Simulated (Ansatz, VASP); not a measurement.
# One calculation of GaP2, two programs

```
CELL_PARAMETERS angstrom
3.78854 0.00000 0.00000
-1.89427 3.28098 0.00000
0.00000 0.00000 10.10584
ATOMIC_POSITIONS crystal
Ga 0.66667 0.33333 0.71026
Ga 0.33333 0.66667 0.28974
P 0.33333 0.66667 0.04136
P 0.66667 0.33333 0.95864
P 0.66667 0.33333 0.36731
P 0.33333 0.66667 0.63269
```

Alike in both runs: task relaxation of cell and atoms; functional PBE; k mesh 12 × 12 × 4; occupations gaussian, width 0.1 eV; no spin polarisation.

```csv
,VASP,Ansatz
version,VASP 6.6.1,Ansatz 0.2.0
potentials or method,"VASP PAW PBE potentials, release 64 (Ga_d, P), cutoff 600 eV","scalar-relativistic, plane waves, PAW"
valence electrons in the cell,46,46
```

|  | VASP | Ansatz | Ansatz less VASP |
| --- | --- | --- | --- |
| gap on the k mesh at the Fermi level, each at its own relaxed structure (eV) | none | none | - |
| relaxed volume (Å³/atom) | 21.24 | 21.31 | +0.068 |
| relaxed length of the cell vector where the two differ most in proportion (Å) | 10.128 | 10.142 | +0.0138 |

A gap of «none» marks a metal or a gap that the smearing closes.
